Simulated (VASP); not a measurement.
# Ru (P6_3/mmc) in VASP: notebook

Ru is run at these levels: BLYP; tasks: single point.

All numbers are computed with VASP 6.6.1; they aren't measurements. Logs are shortened: lines on timing, memory, paths and dates and some standing lists are left out, and cuts for length are marked.

**1. The cell of the first run**

The structure is hexagonal, space group P6_3/mmc (No. 194). The conventional cell has a = 2.716 Å, b = 2.716 Å, c = 8.710 Å, α = 90.00°, β = 90.00°, γ = 120.00°. Within 3.5 Å of Ru (site symmetry -3m) lie 12 Ru at 2.68 to 2.72 Å. Within 3.5 Å of Ru (site symmetry -6m2) lie 12 Ru at 2.68 to 2.72 Å.

**2. Single point, BLYP (13.91 Å³/atom)**

The input, INCAR:

```
SYSTEM = Ru
PREC = Accurate
ENCUT = 520
EDIFF = 1E-6
ISMEAR = -1
SIGMA = 0.1
LREAL = .False.
LASPH = .True.
NELM = 60
ALGO = Normal
ISIF = 2
LWAVE = .False.
LCHARG = .False.
GGA = B5
ALDAX = 1.0
AGGAX = 1.0
AGGAC = 1.0
ALDAC = 0.0
NBANDS = 36
```

The input, KPOINTS:

```
Automatic mesh
0
Gamma
  15 15 4
  0 0 0
```

The input, POSCAR:

```
Ru
1.0
    2.7163053973      0.0000000000      0.0000000000
   -1.3581526987      2.3523894785      0.0000000000
    0.0000000000      0.0000000000      8.7102727033
Ru
4
Direct
    1.0000000000      1.0000000000      1.0000000000
    1.0000000000      1.0000000000      0.5000000000
    0.3333333333      0.6666666667      0.2500000000
    0.6666666667      0.3333333333      0.7500000000
```

Potentials or basis: VASP PAW PBE potentials, release 64 (Ru_pv).

The run is started by

```
cat potpaw_PBE.64/Ru_pv/POTCAR > POTCAR
mpirun -np 1 vasp_std > vasp.out
```

OUTCAR:

```text
SYSTEM = Ru
   PREC = Accurate
   ENCUT = 520
   EDIFF = 1E-6
   ISMEAR = -1
   LREAL = .False.
   LASPH = .True.
   NELM = 60
   ISIF = 2
   GGA = B5

 ion  position               nearest neighbor table
   1  0.000  0.000  0.000-   3 2.68   4 2.68   4 2.68   3 2.68   4 2.68   3 2.68
   2  0.000  0.000  0.500-   3 2.68   4 2.68   4 2.68   3 2.68   4 2.68   3 2.68
   3  0.333  0.667  0.250-   1 2.68   2 2.68   1 2.68   2 2.68   1 2.68   2 2.68
   4  0.667  0.333  0.750-   1 2.68   2 2.68   1 2.68   2 2.68   1 2.68   2 2.68

  LATTYP: Found a hexagonal cell.
 ALAT       =     2.7163053973
 C/A-ratio  =     3.2066617811

  Lattice vectors:

 A1 = (   2.7163053973,   0.0000000000,   0.0000000000)
 A2 = (  -1.3581526987,   2.3523894785,   0.0000000000)
 A3 = (   0.0000000000,   0.0000000000,   8.7102727033)

Analysis of symmetry for initial positions (statically):
=====================================================================
 Subroutine PRICEL returns:
 Original cell was already a primitive cell.

 Routine SETGRP: Setting up the symmetry group for a
 hexagonal supercell.

 Subroutine GETGRP returns: Found 24 space group operations
 (whereof 12 operations were pure point group operations)
 out of a pool of 24 trial point group operations.

The static configuration has the point symmetry D_3d.
 The point group associated with its full space group is D_6h.

Analysis of symmetry for dynamics (positions and initial velocities):
=====================================================================
 Subroutine PRICEL returns:
 Original cell was already a primitive cell.

 Routine SETGRP: Setting up the symmetry group for a
 hexagonal supercell.

 Subroutine GETGRP returns: Found 24 space group operations
 (whereof 12 operations were pure point group operations)
 out of a pool of 24 trial point group operations.

The dynamic configuration has the point symmetry D_3d.
 The point group associated with its full space group is D_6h.

 Subroutine INISYM returns: Found 24 space group operations
 (whereof 12 operations are pure point group operations),
 and found     1 'primitive' translations

----------------------------------------------------------------------------------------

                                     Primitive cell

  volume of cell :      55.6570

  direct lattice vectors                    reciprocal lattice vectors
     2.716305397  0.000000000  0.000000000     0.368147117  0.212549837  0.000000000
    -1.358152699  2.352389479  0.000000000     0.000000000  0.425099674  0.000000000
     0.000000000  0.000000000  8.710272703     0.000000000  0.000000000  0.114806968

  length of vectors
     2.716305397  2.716305397  8.710272703     0.425099674  0.425099674  0.114806968

  position of ions in fractional coordinates (direct lattice)
     0.000000000  0.000000000  0.000000000
     0.000000000  0.000000000  0.500000000
     0.333333333  0.666666667  0.250000000
     0.666666667  0.333333333  0.750000000

  ion indices of the primitive-cell ions
   primitive index   ion index
                 1           1
                 2           2
                 3           3
                 4           4

----------------------------------------------------------------------------------------

 KPOINTS: Automatic mesh

Automatic generation of k-mesh.
 Grid dimensions read from file:
 generate k-points for:   15   15    4

 Generating k-lattice:

  Cartesian coordinates                     Fractional coordinates (reciprocal lattice)
     0.024543141  0.014169989  0.000000000     0.066666667 -0.000000000  0.000000000
     0.000000000  0.028339978  0.000000000     0.000000000  0.066666667  0.000000000
     0.000000000  0.000000000  0.028701742     0.000000000  0.000000000  0.250000000

  Length of vectors
     0.028339978  0.028339978  0.028701742

  Shift w.r.t. Gamma in fractional coordinates (k-lattice)
     0.000000000  0.000000000  0.000000000

 Subroutine IBZKPT returns following result:
 ===========================================

 Found     81 irreducible k-points:

 Following reciprocal coordinates:
            Coordinates               Weight
  0.000000  0.000000  0.000000      1.000000
  0.066667  0.000000  0.000000      6.000000
  0.133333  0.000000  0.000000      6.000000
  0.200000  0.000000  0.000000      6.000000
  0.266667  0.000000  0.000000      6.000000
  0.333333  0.000000  0.000000      6.000000
[... 16 lines left out ...]
  0.333333  0.200000  0.000000     12.000000
  0.400000  0.200000  0.000000      6.000000
 [... further k-points ...]
   k-points           NKPTS =     81   k-points in BZ     NKDIM =     81   number of bands    NBANDS=     36
   number of dos      NEDOS =    301   number of ions     NIONS =      4
   total plane-waves  NPLWV =  28000
   dimension x,y,z NGX =    20 NGY =   20 NGZ =   70
   dimension x,y,z NGXF=    40 NGYF=   40 NGZF=  140
   ions per type =               4
   NGX,Y,Z   is equivalent  to a cutoff of  12.24, 12.24, 13.36 a.u.
   NGXF,Y,Z  is equivalent  to a cutoff of  24.48, 24.48, 26.72 a.u.
 SYSTEM =  Ru
   PREC   = accura    normal or accurate (medium, high low for compatibility)
   ISTART =      0    job   : 0-new  1-cont  2-samecut
   ICHARG =      2    charge: 1-file 2-atom 10-const
   ISPIN  =      1    spin polarized calculation?
   LNONCOLLINEAR =      F non collinear calculations
   LSORBIT =      F    spin-orbit coupling
   LASPH  =      T    aspherical Exc in radial PAW
   ENCUT  =  520.0 eV  38.22 Ry    6.18 a.u.   5.05  5.05 16.20*2*pi/ulx,y,z
   NELM   =     60;   NELMIN=  2; NELMDL= -5     # of ELM steps
   EDIFF  = 0.1E-05   stopping-criterion for ELM
   LREAL  =      F    real-space projection
   EDIFFG = 0.1E-04   stopping-criterion for IOM
   NSW    =      0    number of steps for IOM
   IBRION =     -1    ionic relax: 0-MD 1-quasi-New 2-CG
   NFREE  =      0    steps in history (QN), initial steepest desc. (CG)
   ISIF   =      2    stress and relaxation
   ISYM   =      2    0-nonsym 1-usesym 2-fastsym
   POTIM  = 0.5000    time-step for ionic-motion
   TEBEG  =    0.0;   TEEND  =   0.0 temperature during run
   PSTRESS=    0.0 pullay stress
   NELECT =      56.0000    total number of electrons
   NUPDOWN=      -1.0000    fix difference up-down
   EMIN   =  10.00;   EMAX   =-10.00  energy-range for DOS
   EFERMI =   0.00;   METHOD = LEGACY
   ISMEAR =    -1;   SIGMA  =   0.10  broadening in eV -4-tet -1-fermi 0-gaus
   EFERMI_NEDOS =   21; number of points for ismear=-14 and -15
   IALGO  =     38    algorithm
   IMIX   =      4    mixing-type and parameters
     AMIX     =   0.40;   BMIX     =  1.00
     AMIX_MAG =   1.60;   BMIX_MAG =  1.00
  volume/ion in A,a.u.               =      13.91        93.90
  Fermi-wavevector in a.u.,A,eV,Ry     =   1.640455  3.100010 36.614537  2.691093
  Thomas-Fermi vector in A             =   2.731090
   LORBIT       =      0    0 simple, 1 ext, 2 COOP (PROOUT), +10 PAW based schemes
   GGA     = B5    functional components
   LHFCALC =     F    Hartree Fock is set to
   AEXX    =    0.0000 exact exchange contribution
   IVDW    =     0    specifies the selected vdW correction
   LEPSILON=     F    determine dielectric tensor
   LRPA    =     F    only Hartree local field effects (RPA)
 non-spin polarized calculation
  energy-cutoff  :      520.00
  volume of cell :       55.66
 maximum number of plane-waves:      1521
   NGX = 11   NGY = 11   NGZ = 33

 number of electron      55.9999985 magnetization

 Free energy of the ion-electron system (eV)
  ---------------------------------------------------
  ext. energy  EPLUGINS =         0.00000000
  ---------------------------------------------------
  free energy    TOTEN  =       -31.39791640 eV

  energy without entropy =      -31.25306796  energy(sigma->0) =      -31.32549218

 E-fermi :  12.9166     XC(G=0): -13.2989

 val. band max:       12.9054339629   @ k =   0.3333   0.2000   0.5000
 cond. band min:      12.9269154883   @ k =   0.4000   0.0667   0.2500
 fundamental gap:      0.0214815254
 Fermi energy:        12.9165930102

 k-point     1 :       0.0000    0.0000    0.0000
  band No.  band energies     occupation
      1     -30.4463      2.00000
      2     -29.9688      2.00000
      3     -29.9124      2.00000
      4     -29.5868      2.00000
      5     -29.5868      2.00000
      6     -29.5238      2.00000
[... 28 lines left out ...]
     35      14.3818      0.00000
     36      14.3818      0.00000

 k-point     2 :       0.0667    0.0000    0.0000
  band No.  band energies     occupation
      1     -30.4323      2.00000
      2     -29.9731      2.00000
      3     -29.9186      2.00000
      4     -29.6180      2.00000
      5     -29.5972      2.00000
      6     -29.5446      2.00000
[... 28 lines left out ...]
     35      14.4040      0.00000
     36      15.8196      0.00000

 k-point     3 :       0.1333    0.0000    0.0000
  band No.  band energies     occupation
      1     -30.3916      2.00000
      2     -29.9916      2.00000
      3     -29.9437      2.00000
      4     -29.7038      2.00000
      5     -29.6257      2.00000
      6     -29.5959      2.00000
[... 28 lines left out ...]
     35      14.4665      0.00000
     36      17.3801      0.00000
[... 742 lines left out ...]
 k-point    23 :       0.3333    0.2000    0.0000
  band No.  band energies     occupation
      1     -30.3026      2.00000
      2     -30.2806      2.00000
      3     -30.1546      2.00000
      4     -30.1158      2.00000
      5     -30.0018      2.00000
      6     -29.9354      2.00000
[... 28 lines left out ...]
     35      18.8252      0.00000
     36      21.0293      0.00000

 k-point    24 :       0.4000    0.2000    0.0000
  band No.  band energies     occupation
      1     -30.3181      2.00000
      2     -30.2927      2.00000
      3     -30.1539      2.00000
      4     -30.1421      2.00000
      5     -29.9724      2.00000
      6     -29.9393      2.00000
[... 28 lines left out ...]
     35      19.5398      0.00000
     36      19.9575      0.00000

 [... further k-points ...]

------------------------ aborting loop because EDIFF is reached ----------------------------------------

  FORCE on cell =-STRESS in cart. coord.  units (eV):
  Direction    XX          YY          ZZ          XY          YZ          ZX
  --------------------------------------------------------------------------------------
  -------------------------------------------------------------------------------------
  Total        4.1851484      4.1851484      4.6880991     -0.0000000      0.0000000      0.0000000
  in kB      120.4763671    120.4763671    134.9546300     -0.0000000      0.0000000      0.0000000
  external PRESSURE =     125.3024547 kB  Pullay stress =       0.0000000 kB

 VOLUME and BASIS-vectors are now :
 -----------------------------------------------------------------------------
  energy-cutoff  :      520.00
  volume of cell :       55.66
      direct lattice vectors                 reciprocal lattice vectors
     2.716305397  0.000000000  0.000000000     0.368147117  0.212549837  0.000000000
    -1.358152699  2.352389479  0.000000000     0.000000000  0.425099674  0.000000000
     0.000000000  0.000000000  8.710272703     0.000000000  0.000000000  0.114806968

 POSITION                                       TOTAL-FORCE (eV/Angst)
 -----------------------------------------------------------------------------------
      0.00000      0.00000      0.00000         0.000000      0.000000     -0.000000
      0.00000      0.00000      4.35514        -0.000000      0.000000     -0.000000
     -0.00000      1.56826      2.17757        -0.000000      0.000000     -0.000000
      1.35815      0.78413      6.53270        -0.000000      0.000000      0.000000
 -----------------------------------------------------------------------------------
    total drift:                                0.000000     -0.000000      0.000000

  FREE ENERGIE OF THE ION-ELECTRON SYSTEM (eV)
  ---------------------------------------------------
  free  energy   TOTEN  =       -31.3979163980 eV

  energy  without entropy=      -31.2530679580  energy(sigma->0) =      -31.32549218
```

It took 4.3 min on 1 thread of Intel Xeon 8259CL, shared host; peak memory 0.25 GiB.

What came out:

* Free energy: -31.3979 eV
* Pressure: 12.5 GPa
* Band gap on the k mesh: zero (bands 28 and 29 overlap by 2.71 eV)

Caveat: the cell stands under pressure; the PAW data sets were made with another functional, which shifts forces and pressure a little.

**3. Single point, BLYP (14.49 Å³/atom)**

This run uses another cell than the first one, of 14.49 Å³/atom.

The input, INCAR:

```
SYSTEM = Ru
AGGAC = 1.0
AGGAX = 1.0
ALDAC = 0.0
ALDAX = 1.0
ALGO = Normal
EDIFF = 1E-6
ENCUT = 520
GGA = B5
ISIF = 2
ISMEAR = -1
LASPH = .True.
LCHARG = .False.
LREAL = .False.
LWAVE = .False.
NBANDS = 36
NELM = 60
PREC = Accurate
SIGMA = 0.1
```

The input, KPOINTS:

```
k-points
0
Gamma
  15 15 4
  0 0 0
```

The input, POSCAR:

```
Ru
1.0
    2.7535196847      0.0000000000      0.0000000000
   -1.3767598424      2.3846179968      0.0000000000
    0.0000000000      0.0000000000      8.8296063363
Ru
4
Direct
    1.0000000000      1.0000000000      1.0000000000
    1.0000000000      1.0000000000      0.5000000000
    0.3333333333      0.6666666667      0.2500000000
    0.6666666667      0.3333333333      0.7500000000
```

Potentials or basis: VASP PAW PBE potentials, release 64 (Ru_pv).

The run is started by

```
cat potpaw_PBE.64/Ru_pv/POTCAR > POTCAR
mpirun -np 1 vasp_std > vasp.out
```

Run time: 3 min. Hardware: 1 thread of Intel Xeon 8259CL, shared host; peak memory 0.25 GiB.

It converged, with:

| Property | Result |
| --- | --- |
| Free energy | -31.4906 eV |
| Pressure | 0.5 GPa |
| Band gap on the k mesh | zero (bands 28 and 29 overlap by 2.57 eV) |

Stress tensor (GPa, compression positive):
```
0.17 0.00 0.00
0.00 0.17 0.00
0.00 0.00 1.03
```

Levels at points of the mesh, in eV from the Fermi level:
```tsv
k point	band 26	band 27	band 28	band 29	band 30	band 31
(0.00, 0.00, 0.00)	-1.95	-1.95	-0.77	-0.77	-0.11	-0.11
(0.00, 0.00, 0.50)	-2.22	-0.40	-0.40	-0.40	-0.40	-0.39
```

Caveat: the PAW data sets were made with another functional, which shifts forces and pressure a little.

**4. Single point, BLYP (15.07 Å³/atom)**

This run uses another cell than the first one, of 15.07 Å³/atom.

The input, INCAR:

```
PREC = Accurate
ENCUT = 520
EDIFF = 1E-6
ISMEAR = -1
SIGMA = 0.1
LREAL = F
LASPH = T
NELM = 60
ALGO = Normal
ISIF = 2
LWAVE = F
LCHARG = F
GGA = B5
ALDAX = 1.0
AGGAX = 1.0
AGGAC = 1.0
ALDAC = 0.0
NBANDS = 36
```

The input, KPOINTS:

```
Automatic mesh
0
Gamma
  15 15 4
```

The input, POSCAR:

```
Ru
1.0
    2.7897543622      0.0000000000      0.0000000000
   -1.3948771811      2.4159981480      0.0000000000
    0.0000000000      0.0000000000      8.9457986917
Ru
4
Direct
    1.0000000000      1.0000000000      1.0000000000
    1.0000000000      1.0000000000      0.5000000000
    0.3333333333      0.6666666667      0.2500000000
    0.6666666667      0.3333333333      0.7500000000
```

The run is started by

```
cat potpaw_PBE.64/Ru_pv/POTCAR > POTCAR
mpirun -np 1 vasp_std > vasp.out
```

It took 3.8 min on 1 thread of Intel Xeon 8259CL, shared host; peak memory 0.27 GiB.

It converged, with:

```
Free energy            : -31.4285 eV
Pressure               : -9.0 GPa
Band gap on the k mesh : zero (bands 28 and 29 overlap by 2.42 eV)
```

Stress tensor (GPa, compression positive):
```
-9.13  0.00  0.00
 0.00 -9.13  0.00
 0.00  0.00 -8.75
```

Levels at points of the mesh, in eV from the Fermi level:
| k point | band 24 | band 25 | band 26 | band 27 | band 28 | band 29 | band 30 | band 31 | band 32 | band 33 |
| --- | --- | --- | --- | --- | --- | --- | --- | --- | --- | --- |
| (0.00, 0.00, 0.00) | -1.92 | -1.92 | -1.83 | -1.83 | -0.73 | -0.73 | -0.10 | -0.10 | 0.45 | 0.45 |
| (0.00, 0.00, 0.50) | -2.09 | -2.09 | -2.09 | -0.38 | -0.38 | -0.38 | -0.38 | -0.38 | -0.38 | 0.89 |

Caveat: the cell stands under tension; the PAW data sets were made with another functional, which shifts forces and pressure a little.

**5. Overview**

| cell | gap on the mesh (eV) | pressure (GPa) |
| --- | --- | --- |
| a = 2.716, b = 2.716, c = 8.710 Å, angles 90.0, 90.0, 120.0°, 4 atoms | none | 12.5 |
| a = 2.754, b = 2.754, c = 8.830 Å, angles 90.0, 90.0, 120.0°, 4 atoms | none | 0.5 |
| a = 2.790, b = 2.790, c = 8.946 Å, angles 90.0, 90.0, 120.0°, 4 atoms | none | -9.0 |

Alike in all rows: task single point; level BLYP; potentials or basis VASP PAW PBE potentials, release 64 (Ru_pv); no spin polarisation; k mesh 15 × 15 × 4; cutoff (eV) 520; smearing fermi-dirac 0.1 eV.

Caveats: the PAW data sets were made with another functional, which shifts forces and pressure a little; the cell stands under pressure (at least some runs); the cell stands under tension (at least some runs).

Absolute energies hang on the potentials; compare differences alone.
